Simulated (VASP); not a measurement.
# Pt (Im-3m) in VASP: notebook

Runs on Pt. Level: PBE. Tasks: single point.

All numbers are computed with VASP 6.6.1; they aren't measurements. Logs are shortened: lines on timing, memory, paths and dates and some standing lists are left out, and cuts for length are marked.

### 1 The cell of the first run

It takes space group Im-3m (No. 229, cubic). Conventional cell: a = 3.195 Å, b = 3.195 Å, c = 3.195 Å, α = 90.00°, β = 90.00°, γ = 90.00°. Within 3.6 Å of Pt (site symmetry m-3m) lie 14 Pt at 2.77 to 3.19 Å.

### 2 Single point, PBE

File INCAR:

```
SYSTEM = Pt
  ALGO = Normal
  EDIFF = 1E-6
  ENCUT = 500
  GGA = PE
  GGA_COMPAT = .FALSE.
  ISIF = 2
  ISMEAR = -1
  LASPH = .TRUE.
  LCHARG = .FALSE.
  LREAL = .FALSE.
  LWAVE = .FALSE.
  NBANDS = 11
  NELM = 120
  PREC = Accurate
  SIGMA = 0.1
```

File KPOINTS:

```
k-points
0
G
  10 10 10
  0 0 0
```

File POSCAR:

```
Pt
1.0
   -1.5973133210      1.5973133210      1.5973133210
    1.5973133210     -1.5973133210      1.5973133210
    1.5973133210      1.5973133210     -1.5973133210
Pt
1
Direct
    0.0000000000      0.0000000000      0.0000000000
```

Potentials or basis: VASP PAW PBE potentials, release 64 (Pt).

On the command line:

```console
$ cat potpaw_PBE.64/Pt/POTCAR > POTCAR
$ mpirun -np 1 vasp_std > vasp.out
```

OUTCAR:

```text
SYSTEM = Pt
   EDIFF = 1E-6
   ENCUT = 500
   GGA = PE
   ISIF = 2
   ISMEAR = -1
   LASPH = .TRUE.
   LREAL = .FALSE.
   NELM = 120
   PREC = Accurate

 ion  position               nearest neighbor table
   1  0.000  0.000  0.000-

  LATTYP: Found a body centered cubic cell.
 ALAT       =     3.1946266420

  Lattice vectors:

 A1 = (  -1.5973133210,   1.5973133210,   1.5973133210)
 A2 = (   1.5973133210,  -1.5973133210,   1.5973133210)
 A3 = (   1.5973133210,   1.5973133210,  -1.5973133210)

Analysis of symmetry for initial positions (statically):
=====================================================================
 Subroutine PRICEL returns:
 Original cell was already a primitive cell.

 Routine SETGRP: Setting up the symmetry group for a
 body centered cubic supercell.

 Subroutine GETGRP returns: Found 48 space group operations
 (whereof 48 operations were pure point group operations)
 out of a pool of 48 trial point group operations.

The static configuration has the point symmetry O_h .

Analysis of symmetry for dynamics (positions and initial velocities):
=====================================================================
 Subroutine PRICEL returns:
 Original cell was already a primitive cell.

 Routine SETGRP: Setting up the symmetry group for a
 body centered cubic supercell.

 Subroutine GETGRP returns: Found 48 space group operations
 (whereof 48 operations were pure point group operations)
 out of a pool of 48 trial point group operations.

The dynamic configuration has the point symmetry O_h .

 Subroutine INISYM returns: Found 48 space group operations
 (whereof 48 operations are pure point group operations),
 and found     1 'primitive' translations

----------------------------------------------------------------------------------------

                                     Primitive cell

  volume of cell :      16.3016

  direct lattice vectors                    reciprocal lattice vectors
    -1.597313321  1.597313321  1.597313321     0.000000000  0.313025625  0.313025625
     1.597313321 -1.597313321  1.597313321     0.313025625  0.000000000  0.313025625
     1.597313321  1.597313321 -1.597313321     0.313025625  0.313025625  0.000000000

  length of vectors
     2.766627828  2.766627828  2.766627828     0.442685084  0.442685084  0.442685084

  position of ions in fractional coordinates (direct lattice)
     0.000000000  0.000000000  0.000000000

  ion indices of the primitive-cell ions
   primitive index   ion index
                 1           1

----------------------------------------------------------------------------------------

 KPOINTS: k-points

Automatic generation of k-mesh.
 Grid dimensions read from file:
 generate k-points for:   10   10   10

 Generating k-lattice:

  Cartesian coordinates                     Fractional coordinates (reciprocal lattice)
     0.000000000  0.031302562  0.031302562     0.100000000  0.000000000  0.000000000
     0.031302562  0.000000000  0.031302562     0.000000000  0.100000000  0.000000000
     0.031302562  0.031302562  0.000000000     0.000000000  0.000000000  0.100000000

  Length of vectors
     0.044268508  0.044268508  0.044268508

  Shift w.r.t. Gamma in fractional coordinates (k-lattice)
     0.000000000  0.000000000  0.000000000

 Subroutine IBZKPT returns following result:
 ===========================================

 Found     47 irreducible k-points:

 Following reciprocal coordinates:
            Coordinates               Weight
  0.000000  0.000000  0.000000      1.000000
  0.100000  0.000000  0.000000     12.000000
  0.200000  0.000000  0.000000     12.000000
  0.300000  0.000000  0.000000     12.000000
  0.400000  0.000000  0.000000     12.000000
  0.500000  0.000000  0.000000      6.000000
[... 16 lines left out ...]
  0.300000  0.300000  0.100000      8.000000
 -0.300000  0.300000  0.100000     24.000000
 [... further k-points ...]
   k-points           NKPTS =     47   k-points in BZ     NKDIM =     47   number of bands    NBANDS=     11
   number of dos      NEDOS =    301   number of ions     NIONS =      1
   total plane-waves  NPLWV =   8000
   dimension x,y,z NGX =    20 NGY =   20 NGZ =   20
   dimension x,y,z NGXF=    40 NGYF=   40 NGZF=   40
   ions per type =               1
   NGX,Y,Z   is equivalent  to a cutoff of  12.02, 12.02, 12.02 a.u.
   NGXF,Y,Z  is equivalent  to a cutoff of  24.04, 24.04, 24.04 a.u.
 SYSTEM =  Pt
   PREC   = accura    normal or accurate (medium, high low for compatibility)
   ISTART =      0    job   : 0-new  1-cont  2-samecut
   ICHARG =      2    charge: 1-file 2-atom 10-const
   ISPIN  =      1    spin polarized calculation?
   LNONCOLLINEAR =      F non collinear calculations
   LSORBIT =      F    spin-orbit coupling
   LASPH  =      T    aspherical Exc in radial PAW
   ENCUT  =  500.0 eV  36.75 Ry    6.06 a.u.   5.04  5.04  5.04*2*pi/ulx,y,z
   NELM   =    120;   NELMIN=  2; NELMDL= -5     # of ELM steps
   EDIFF  = 0.1E-05   stopping-criterion for ELM
   LREAL  =      F    real-space projection
   EDIFFG = 0.1E-04   stopping-criterion for IOM
   NSW    =      0    number of steps for IOM
   IBRION =     -1    ionic relax: 0-MD 1-quasi-New 2-CG
   NFREE  =      0    steps in history (QN), initial steepest desc. (CG)
   ISIF   =      2    stress and relaxation
   ISYM   =      2    0-nonsym 1-usesym 2-fastsym
   POTIM  = 0.5000    time-step for ionic-motion
   TEBEG  =    0.0;   TEEND  =   0.0 temperature during run
   PSTRESS=    0.0 pullay stress
   NELECT =      10.0000    total number of electrons
   NUPDOWN=      -1.0000    fix difference up-down
   EMIN   =  10.00;   EMAX   =-10.00  energy-range for DOS
   EFERMI =   0.00;   METHOD = LEGACY
   ISMEAR =    -1;   SIGMA  =   0.10  broadening in eV -4-tet -1-fermi 0-gaus
   EFERMI_NEDOS =   21; number of points for ismear=-14 and -15
   IALGO  =     38    algorithm
   IMIX   =      4    mixing-type and parameters
     AMIX     =   0.40;   BMIX     =  1.00
     AMIX_MAG =   1.60;   BMIX_MAG =  1.00
  volume/ion in A,a.u.               =      16.30       110.01
  Fermi-wavevector in a.u.,A,eV,Ry     =   1.391014  2.628635 26.326170  1.934919
  Thomas-Fermi vector in A             =   2.514893
   LORBIT       =      0    0 simple, 1 ext, 2 COOP (PROOUT), +10 PAW based schemes
   GGA     = PE    functional components
   LHFCALC =     F    Hartree Fock is set to
   AEXX    =    0.0000 exact exchange contribution
   IVDW    =     0    specifies the selected vdW correction
   LEPSILON=     F    determine dielectric tensor
   LRPA    =     F    only Hartree local field effects (RPA)
 non-spin polarized calculation
  energy-cutoff  :      500.00
  volume of cell :       16.30
 maximum number of plane-waves:       426
   NGX =  9   NGY =  9   NGZ =  9

 number of electron      10.0000003 magnetization

 Free energy of the ion-electron system (eV)
  ---------------------------------------------------
  ext. energy  EPLUGINS =         0.00000000
  ---------------------------------------------------
  free energy    TOTEN  =        -6.01105660 eV

  energy without entropy =       -5.98039208  energy(sigma->0) =       -5.99572434

 E-fermi :   9.7433     XC(G=0): -13.0176

 val. band max:        9.7026292088   @ k =  -0.4000   0.4000   0.4000
 cond. band min:       9.7571797035   @ k =  -0.3000   0.3000   0.2000
 fundamental gap:      0.0545504948
 Fermi energy:         9.7433068344

 k-point     1 :       0.0000    0.0000    0.0000
  band No.  band energies     occupation
      1       0.4753      2.00000
      2       6.3426      2.00000
      3       6.3426      2.00000
      4       6.3426      2.00000
      5       8.7126      1.99993
      6       8.7126      1.99993
      7      26.7537      0.00000
      8      26.7537      0.00000
      9      26.7537      0.00000
     10      36.4076      0.00000
     11      36.4195      0.00000

 k-point     2 :       0.1000    0.0000    0.0000
  band No.  band energies     occupation
      1       0.8655      2.00000
      2       6.1960      2.00000
      3       6.3400      2.00000
      4       6.6506      2.00000
      5       8.5381      1.99999
      6       8.7235      1.99993
      7      26.8815      0.00000
      8      26.9339      0.00000
      9      27.3182      0.00000
     10      33.1871      0.00000
     11      33.4595      0.00000

 k-point     3 :       0.2000    0.0000    0.0000
  band No.  band energies     occupation
      1       1.9126      2.00000
      2       5.8325      2.00000
      3       6.3152      2.00000
      4       7.5260      2.00000
      5       8.3100      2.00000
      6       8.7683      1.99988
      7      25.6361      0.00000
      8      26.3867      0.00000
      9      28.8830      0.00000
     10      31.5722      0.00000
     11      32.0826      0.00000

 k-point     4 :       0.3000    0.0000    0.0000
  band No.  band energies     occupation
      1       3.0344      2.00000
      2       5.4178      2.00000
      3       6.7082      2.00000
      4       8.3792      2.00000
      5       8.7949      1.99985
      6       8.8579      1.99971
      7      21.8115      0.00000
      8      24.7822      0.00000
      9      29.0457      0.00000
     10      31.0791      0.00000
     11      32.2878      0.00000
[... 239 lines left out ...]
 k-point    22 :      -0.2000    0.2000    0.1000
  band No.  band energies     occupation
      1       2.2782      2.00000
      2       6.1141      2.00000
      3       6.3828      2.00000
      4       7.4423      2.00000
      5       7.7065      2.00000
      6       9.0736      1.99753
      7      25.7534      0.00000
      8      26.5178      0.00000
      9      28.7672      0.00000
     10      29.9098      0.00000
     11      32.5740      0.00000

 k-point    23 :       0.3000    0.3000    0.1000
  band No.  band energies     occupation
      1       4.7191      2.00000
      2       5.9649      2.00000
      3       5.9649      2.00000
      4       8.9917      1.99891
      5       8.9917      1.99891
      6      14.6397      0.00000
      7      17.5159      0.00000
      8      17.5159      0.00000
      9      22.8228      0.00000
     10      33.8737      0.00000
     11      33.8737      0.00000

 k-point    24 :      -0.3000    0.3000    0.1000
  band No.  band energies     occupation
      1       3.3872      2.00000
      2       5.7266      2.00000
      3       6.4515      2.00000
      4       7.9265      2.00000
      5       8.7169      1.99993
      6       9.2391      1.98716
      7      21.9365      0.00000
      8      25.2043      0.00000
      9      27.7674      0.00000
     10      31.3057      0.00000
     11      32.4963      0.00000

 [... further k-points ...]

------------------------ aborting loop because EDIFF is reached ----------------------------------------

  FORCE on cell =-STRESS in cart. coord.  units (eV):
  Direction    XX          YY          ZZ          XY          YZ          ZX
  --------------------------------------------------------------------------------------
  -------------------------------------------------------------------------------------
  Total       -0.6729713     -0.6729713     -0.6729713      0.0000000     -0.0000000      0.0000000
  in kB      -66.1419176    -66.1419176    -66.1419176      0.0000000     -0.0000000      0.0000000
  external PRESSURE =     -66.1419176 kB  Pullay stress =       0.0000000 kB

 VOLUME and BASIS-vectors are now :
 -----------------------------------------------------------------------------
  energy-cutoff  :      500.00
  volume of cell :       16.30
      direct lattice vectors                 reciprocal lattice vectors
    -1.597313321  1.597313321  1.597313321     0.000000000  0.313025625  0.313025625
     1.597313321 -1.597313321  1.597313321     0.313025625  0.000000000  0.313025625
     1.597313321  1.597313321 -1.597313321     0.313025625  0.313025625  0.000000000

 POSITION                                       TOTAL-FORCE (eV/Angst)
 -----------------------------------------------------------------------------------
      0.00000      0.00000      0.00000        -0.000000      0.000000      0.000000
 -----------------------------------------------------------------------------------
    total drift:                                0.000000      0.000000      0.000000

  FREE ENERGIE OF THE ION-ELECTRON SYSTEM (eV)
  ---------------------------------------------------
  free  energy   TOTEN  =        -6.0110566030 eV

  energy  without entropy=       -5.9803920828  energy(sigma->0) =       -5.99572434
```

Wall time 4.8 s (1 thread of Intel Xeon Platinum 8488C (Sapphire Rapids), shared host); peak memory 0.12 GiB.

Results:

```
Free energy            : -6.0111 eV
Pressure               : -6.6 GPa
Band gap on the k mesh : zero (band 5 reaches 10.59 eV, above the bottom of band 6 at 8.59 eV)
```

Levels at points of the mesh, in eV from the Fermi level:
```
           k point  band 3  band 4  band 5  band 6  band 7  band 8
(0.00, 0.00, 0.00)   -3.40   -3.40   -1.03   -1.03   17.01   17.01
(0.50, 0.00, 0.00)   -1.21   -0.73    0.28    0.90    5.95   13.17
(0.50, 0.50, 0.50)    0.40    0.40    0.40    7.51    7.51    7.51
```

Caveat: spin-orbit coupling is left out, which moves the levels of the heavy elements.

### 3 Single point, PBE

This run uses another cell than the first one, of 16.70 Å³/atom, 1.024 times its volume.

File INCAR:

```
PREC = Accurate
ENCUT = 500
EDIFF = 1E-6
ISMEAR = -1
SIGMA = 0.1
LREAL = False
LASPH = True
NELM = 120
ALGO = Normal
ISIF = 2
LWAVE = False
LCHARG = False
GGA = PE
NBANDS = 11
GGA_COMPAT = False
```

File KPOINTS:

```
regular mesh
0
Gamma
  10 10 10
```

File POSCAR:

```
Pt
1.0
   -1.6101954364      1.6101954364      1.6101954364
    1.6101954364     -1.6101954364      1.6101954364
    1.6101954364      1.6101954364     -1.6101954364
Pt
1
Direct
    0.0000000000      0.0000000000      0.0000000000
```

Potentials or basis: VASP PAW PBE potentials, release 64 (Pt).

On the command line:

```console
$ cat potpaw_PBE.64/Pt/POTCAR > POTCAR
$ mpirun -np 1 vasp_std > vasp.out
```

It took 4.8 s on 1 thread of Intel Xeon Platinum 8488C (Sapphire Rapids), shared host; peak memory 0.12 GiB.

The run converged. Its results:

```yaml
Free_energy: -5.9892 eV
Pressure: -11.1 GPa
Band_gap_on_the_k_mesh: zero (band 5 reaches 10.14 eV, above the bottom of band 6 at 8.22 eV)
```

Levels at points of the mesh, in eV from the Fermi level:
```
           k point  band 2  band 3  band 4  band 5  band 6  band 7  band 8  band 9
(0.00, 0.00, 0.00)   -3.27   -3.27   -3.27   -0.99   -0.99   17.01   17.01   17.01
(0.50, 0.00, 0.00)   -4.57   -1.16   -0.71    0.36    0.85    5.76   13.16   15.31
(0.50, 0.50, 0.50)   -5.63    0.38    0.38    0.38    7.46    7.46    7.46   11.91
```

Caveat: spin-orbit coupling is left out, which moves the levels of the heavy elements.

### 4 Single point, PBE

This run uses another cell than the first one, of 17.10 Å³/atom, 1.049 times its volume.

File INCAR:

```
SYSTEM = Pt
  PREC = Accurate
  ENCUT = 500
  EDIFF = 1E-6
  ISMEAR = -1
  SIGMA = 0.1
  LREAL = .False.
  LASPH = .True.
  NELM = 120
  ALGO = Normal
  ISIF = 2
  LWAVE = .False.
  LCHARG = .False.
  GGA = PE
  NBANDS = 11
  GGA_COMPAT = .False.
```

File KPOINTS:

```
regular mesh
0
Gamma
  10 10 10
  0 0 0
```

File POSCAR:

```
Pt
1.0
   -1.6228746627      1.6228746627      1.6228746627
    1.6228746627     -1.6228746627      1.6228746627
    1.6228746627      1.6228746627     -1.6228746627
Pt
1
Direct
    0.0000000000      0.0000000000      0.0000000000
```

On the command line:

```console
$ cat potpaw_PBE.64/Pt/POTCAR > POTCAR
$ mpirun -np 1 vasp_std > vasp.out
```

Wall time 4.6 s (1 thread of Intel Xeon Platinum 8488C (Sapphire Rapids), shared host); peak memory 0.12 GiB.

It converged, with:

* Free energy: -5.9569 eV
* Pressure: -15.0 GPa
* Band gap on the k mesh: zero (band 5 reaches 9.70 eV, above the bottom of band 6 at 7.87 eV)

Levels at points of the mesh, in eV from the Fermi level:
```tsv
k point	band 2	band 3	band 4	band 5	band 6	band 7	band 8	band 9
(0.00, 0.00, 0.00)	-3.15	-3.15	-3.15	-0.95	-0.95	17.01	17.01	17.01
(0.50, 0.00, 0.00)	-4.40	-1.12	-0.68	0.44	0.82	5.58	13.14	15.12
(0.50, 0.50, 0.50)	-5.41	0.37	0.37	0.37	7.42	7.42	7.42	11.59
```

Caveat: spin-orbit coupling is left out, which moves the levels of the heavy elements.

### 5 Single point, PBE

This run uses another cell than the first one, of 17.49 Å³/atom, 1.073 times its volume.

File INCAR:

```
SYSTEM = Pt
ALGO = Normal ; EDIFF = 1E-6
ENCUT = 500 ; GGA = PE
GGA_COMPAT = .FALSE. ; ISIF = 2
ISMEAR = -1 ; LASPH = .TRUE.
LCHARG = .FALSE. ; LREAL = .FALSE.
LWAVE = .FALSE. ; NBANDS = 11
NELM = 120 ; PREC = Accurate
SIGMA = 0.1
```

File KPOINTS:

```
k-points
0
G
  10 10 10
  0 0 0
```

File POSCAR:

```
Pt
1.0
   -1.6353588045      1.6353588045      1.6353588045
    1.6353588045     -1.6353588045      1.6353588045
    1.6353588045      1.6353588045     -1.6353588045
Pt
1
Direct
    0.0000000000      0.0000000000      0.0000000000
```

On the command line:

```console
$ cat potpaw_PBE.64/Pt/POTCAR > POTCAR
$ mpirun -np 1 vasp_std > vasp.out
```

It took 5.2 s on 1 thread of Intel Xeon Platinum 8488C (Sapphire Rapids), shared host; peak memory 0.14 GiB.

Results (log left out):

```yaml
Free_energy: -5.9159 eV
Pressure: -18.2 GPa
Band_gap_on_the_k_mesh: zero (band 5 reaches 9.29 eV, above the bottom of band 6 at 7.54 eV)
```

Levels at points of the mesh, in eV from the Fermi level:
| k point | band 3 | band 4 | band 5 | band 6 | band 7 | band 8 |
| --- | --- | --- | --- | --- | --- | --- |
| (0.00, 0.00, 0.00) | -3.04 | -3.04 | -0.91 | -0.91 | 17.00 | 17.00 |
| (0.50, 0.00, 0.00) | -1.08 | -0.66 | 0.52 | 0.78 | 5.41 | 13.13 |
| (0.50, 0.50, 0.50) | 0.35 | 0.35 | 0.35 | 7.37 | 7.37 | 7.37 |

Caveat: spin-orbit coupling is left out, which moves the levels of the heavy elements.

### 6 Overview

```tsv
cell	gap on the mesh (eV)	pressure (GPa)
a = 2.767 Å, angles 109.5°, 1 atom	none	-6.6
a = 2.789 Å, angles 109.5°, 1 atom	none	-11.1
a = 2.811 Å, angles 109.5°, 1 atom	none	-15.0
a = 2.833 Å, angles 109.5°, 1 atom	none	-18.2
```

Alike in all rows: task single point; level PBE; potentials or basis VASP PAW PBE potentials, release 64 (Pt); no spin polarisation; k mesh 10 × 10 × 10; cutoff (eV) 500; smearing fermi-dirac 0.1 eV.

Caveats: spin-orbit coupling is left out, which moves the levels of the heavy elements.

Absolute energies hang on the potentials; compare differences alone.
